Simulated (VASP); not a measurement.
# CuO: single point with PBE+U

The system is CuO.

```
Cu O
1.0
     2.09939   -2.05471    0.16564
     2.09939    2.05471    0.16564
    -0.41335    0.00000    5.19323
Cu O
2 2
Direct
  0.00000 0.50000 0.00000
  0.50000 0.00000 0.50000
  0.50018 0.49982 0.25000
  0.49982 0.50018 0.75000
```

```
Program             : VASP 6.6.1
Task                : single point
Functional          : PBE
Potentials or basis : VASP PAW PBE potentials, release 64 (Cu, O)
Cutoff              : 600 eV
k mesh              : 8 × 8 × 4
Occupations         : gaussian, width 0.05 eV
Spin                : collinear spin, ferromagnetic start
Starting moments    : [0.63, 0.63, 0.35, 0.35] μB
Hubbard terms       : Cu d U = 4.0 eV
```

```yaml
Pressure: -2.0 GPa
Net_moment: 1.95 μB per cell
Site_moments: Cu +0.63; O +0.31 μB
Valence_electrons_inside_the_program's_atomic_spheres: Cu 9.89; O 4.98
```

Stress tensor (GPa, compression positive):
```
-2.07  0.00  0.02
 0.00 -1.85  0.00
 0.02  0.00 -2.16
```

Levels at points of the mesh, in eV from the Fermi level:
Spin up:
| k point | band 15 | band 16 | band 17 | band 18 | band 19 | band 20 | band 21 | band 22 |
| --- | --- | --- | --- | --- | --- | --- | --- | --- |
| (0.00, 0.00, 0.00) | -3.01 | -2.20 | -0.33 | -0.28 | 1.24 | 6.37 | 7.16 | 13.20 |
| (0.50, 0.00, 0.00) | -2.94 | -2.00 | -0.71 | -0.47 | 3.94 | 5.92 | 6.61 | 11.09 |
| (0.50, 0.50, 0.00) | -3.92 | -2.42 | -2.36 | 0.16 | 2.56 | 7.45 | 9.56 | 9.98 |
| (0.00, 0.00, 0.50) | -2.11 | -2.11 | -0.92 | -0.92 | 3.40 | 3.40 | 11.65 | 11.65 |
| (0.50, 0.00, 0.50) | -3.31 | -2.46 | -1.45 | -0.31 | 4.62 | 5.86 | 8.50 | 8.76 |
| (0.50, 0.50, 0.50) | -2.65 | -2.65 | -1.93 | -1.93 | 4.25 | 4.25 | 10.47 | 10.47 |
Spin down:
```tsv
k point	band 12	band 13	band 14	band 15	band 16	band 17	band 18	band 19	band 20	band 21
(0.00, 0.00, 0.00)	-3.08	-2.99	-2.51	-2.50	-1.60	1.49	1.69	1.76	6.47	7.49
(0.50, 0.00, 0.00)	-3.64	-3.15	-2.50	-2.41	-1.45	1.43	1.65	3.95	6.22	6.80
(0.50, 0.50, 0.00)	-3.59	-3.57	-3.46	-1.88	-1.82	-0.20	2.33	2.51	7.37	9.74
(0.00, 0.00, 0.50)	-3.58	-3.04	-3.04	-1.57	-1.57	1.30	1.30	3.69	3.69	11.82
(0.50, 0.00, 0.50)	-3.60	-3.11	-2.88	-2.38	-1.93	0.82	1.69	4.74	6.14	8.69
(0.50, 0.50, 0.50)	-3.75	-2.38	-2.38	-2.11	-2.11	0.78	0.78	4.23	4.23	10.75
```

Eigenvalues of the final occupation matrices:
```csv
site,spin,trace,eigenvalues
site 1 d,1,4.89,0.95 0.97 0.97 0.98 1.02
site 1 d,2,4.26,0.42 0.94 0.96 0.97 0.97
site 2 d,1,4.89,0.95 0.97 0.97 0.98 1.02
site 2 d,2,4.26,0.42 0.94 0.96 0.97 0.97
```

It took 5.1 min on 1 thread of Oxide Virtual Turin-like Processor, on a shared host, peak memory 0.27 GiB.

The state reached can hang on the start; a lower one may exist.
